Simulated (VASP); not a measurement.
Set up this calculation in VASP 6.6.1, as the native input.

* Task: relaxation of cell and atoms
* Functional: PBEsol
* Potentials or basis: VASP PAW PBE potentials, release 64 (Mg)
* Cutoff: 600 eV
* k mesh: 18 × 18 × 8
* Occupations: gaussian, width 0.1 eV
* Spin: no spin polarisation
* Dipole correction: no
* Further INCAR settings: ALGO = Normal; EDIFF = 1e-07; IBRION = 2; EDIFFG = -0.01; NSW = 80; ISIF = 3

The structure of Mg lies in POSCAR:

```
Mg
1.0
    3.1891797503      0.0000000000      0.0000000000
   -1.5945898751      2.7619106810      0.0000000000
    0.0000000000      0.0000000000      5.1096257985
Mg
2
Direct
    0.3333333333      0.6666666667      0.2500000000
    0.6666666667      0.3333333333      0.7500000000
```

The input as run:

INCAR

```
ALGO = Normal
EDIFF = 1E-7
EDIFFG = -0.01
ENCUT = 600
GGA = PS
GGA_COMPAT = F
IBRION = 2
ISIF = 3
ISMEAR = 0
LASPH = T
LCHARG = F
LREAL = F
LWAVE = F
NELM = 120
NELMIN = 4
NSW = 80
PREC = Accurate
SIGMA = 0.1
```

KPOINTS

```
k-points
0
Gamma
  18 18 8
```

Potentials or basis: VASP PAW PBE potentials, release 64 (Mg).

Command:

```console
$ cat potpaw_PBE.64/Mg/POTCAR > POTCAR
$ mpirun -np 1 vasp_std > vasp.out
```

Results of the run:

* Relaxed volume: 22.48 Å³/atom
* Relaxed cell: a = 3.188 Å, b = 3.188 Å, c = 5.109 Å, α = 90.00°, β = 90.00°, γ = 120.00°
* Space group after relaxing (to 0.1 Å): P6_3/mmc (No. 194)
* Energy gained by relaxing: 0.0 meV/atom
* Ionic steps: 2
* Pressure after relaxing: 0.0 GPa
* Band gap on the k mesh: zero (bands 2 and 3 overlap by 2.14 eV)

Caveat: the PAW data sets were made with another functional, which shifts forces and pressure a little.

It took 26 s on 1 thread of Intel(R) Xeon(R) 6975P-C (Granite Rapids), on a shared host, peak memory 0.22 GiB.
